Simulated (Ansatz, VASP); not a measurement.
Hg in VASP and in Ansatz

INCAR

```
SYSTEM = Hg
PREC     = Accurate       ! precision mode
ENCUT    = 520            ! plane-wave cutoff, eV
EDIFF    = 1E-6           ! SCF threshold, eV
ISMEAR   = -1             ! smearing method
SIGMA    = 0.1            ! smearing width, eV
LREAL    = .FALSE.        ! projectors in reciprocal space
LASPH    = .TRUE.         ! aspherical terms in the spheres
NELM     = 60             ! most SCF steps
ALGO     = Normal         ! electronic algorithm
ISIF     = 2              ! what is computed and relaxed
LWAVE    = .FALSE.        ! write WAVECAR
LCHARG   = .TRUE.         ! write CHGCAR
LELF     = .TRUE.         ! ELF
LVHAR    = .TRUE.       
NBANDS   = 12             ! bands
```

KPOINTS

```
Automatic mesh
0
G
  14 14 14
  0 0 0
```

POSCAR

```
Hg
1.0
    0.0000000000      2.1948249041      2.1948249041
    2.1948249041      0.0000000000      2.1948249041
    2.1948249041      2.1948249041      0.0000000000
Hg
1
Direct
    0.0000000000      0.0000000000      0.0000000000
```

Input for Ansatz:

```yaml
crystal:
  lattice:
    - [0.0, 2.1948249041, 2.1948249041]
    - [2.1948249041, 0.0, 2.1948249041]
    - [2.1948249041, 2.1948249041, 0.0]
  atoms:
    - { symbol: Hg, position: [0.0, 0.0, 0.0] }
hamiltonian:
  xc: lda
  pseudopotentials:
    kind: paw
    azcp:
      Hg: "pseudopotentials/Hg.paw.azcp"
basis:
  ecutwfc: 420
  fft_grid_basis: typed
kpoints:
  mp_grid: { grid: [14, 14, 14], shift: [0, 0, 0] }
magnetization:
  spin_polarized: false
scf:
  occupations: { method: fermi_dirac, width: 0.1 }
  lower_state_search: "off"
output:
  stress: true
  write_density: true
  write_potential: true
  elf: true
  volumetric_format: npy
```

Alike in both runs: task single point; functional LDA; k mesh 14 × 14 × 14; occupations fermi-dirac, width 0.1 eV; no spin polarisation.

|  | VASP | Ansatz |
| --- | --- | --- |
| version | VASP 6.6.1 | Ansatz 0.2.0 |
| potentials or method | VASP PAW LDA potentials, release 64 (Hg), cutoff 520 eV | plane waves (420 eV) with PAW, scalar-relativistic |
| valence electrons in the cell | 12 | 20 |

|  | VASP | Ansatz | Ansatz less VASP |
| --- | --- | --- | --- |
| pressure (GPa) | 3.0 | 2.3 | -0.75 |

Ansatz warns that its potentials were made for another functional, while VASP's fit it. LDA's correlation is that of Perdew and Zunger in VASP and of Perdew and Wang (1992) in Ansatz. VASP's potentials hold 12 valence electrons a cell and Ansatz's 20, so a difference there can come from the potentials and not from the codes.

Spin-orbit coupling is off throughout.
